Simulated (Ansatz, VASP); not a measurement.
# One calculation of CdF2, two programs

Contents of INCAR:

```
SYSTEM = CdF2
ALGO     = Normal         ! electronic algorithm
EDIFF    = 1E-6           ! SCF threshold, eV
EDIFFG   = -0.002         ! ionic threshold
ENCUT    = 600            ! plane-wave cutoff, eV
GGA      = PS             ! functional
IBRION   = 2              ! ionic algorithm
ISIF     = 3              ! what is computed and relaxed
ISMEAR   = -1             ! smearing method
LASPH    = .TRUE.         ! aspherical terms in the spheres
LCHARG   = .FALSE.        ! write CHGCAR
LREAL    = .FALSE.        ! projectors in reciprocal space
LWAVE    = .FALSE.        ! write WAVECAR
NELM     = 100            ! most SCF steps
NSW      = 100            ! ionic steps
PREC     = Accurate       ! precision mode
SIGMA    = 0.1            ! smearing width, eV
```

KPOINTS

```
k-points
0
G
  14 14 14
  0 0 0
```

File POSCAR:

```
CdF2
1.0
    0.0000000000      2.6940000000      2.6940000000
    2.6940000000      0.0000000000      2.6940000000
    2.6940000000      2.6940000000      0.0000000000
Cd F
1 2
Direct
    0.0000000000      0.0000000000      0.0000000000
    0.2500000000      0.2500000000      0.2500000000
    0.7500000000      0.7500000000      0.7500000000
```

Input for Ansatz:

```yaml
crystal:
  lattice:
    - [0.0, 2.694, 2.694]
    - [2.694, 0.0, 2.694]
    - [2.694, 2.694, 0.0]
  atoms:
    - { symbol: Cd, position: [0.0, 0.0, 0.0] }
    - { symbol: F, position: [0.25, 0.25, 0.25] }
    - { symbol: F, position: [0.75, 0.75, 0.75] }
kpoints:
  mp_grid: { grid: [14, 14, 14] }
scf:
  occupations: { method: fermi_dirac, width: 0.1 }
hamiltonian:
  xc: pbesol
  pseudopotentials: { kind: paw }
relax:
  f_tol: 0.002
  max_steps: 80
  cell: {}
output:
  forces: true
  stress: true
```

Alike in both runs: task relaxation of cell and atoms; functional PBEsol; k mesh 14 × 14 × 14; occupations fermi-dirac, width 0.1 eV; no spin polarisation.

```csv
,VASP,Ansatz
version,VASP 6.6.1,Ansatz 0.2.0
potentials or method,"VASP PAW PBE potentials, release 64 (Cd, F)","PAW with Ansatz's default frozen-core files, scalar-relativistic"
plane-wave cutoff (eV),600,420
valence electrons in the cell,26,34
```

Ansatz gave:

| Item | Value |
| --- | --- |
| relaxed volume (Å³/atom) | 13.01 |
| relaxed cell length with the largest relative difference (Å) | 3.807 |

Question: Estimate VASP's values.

Answer: Relaxed volume (Å³/atom): 13.08; relaxed cell length with the largest relative difference (Å): 3.814.

VASP's potentials were made for PBE, not for PBEsol. VASP's potentials hold 26 valence electrons a cell and Ansatz's 34, so a difference there can come from the potentials and not from the codes.
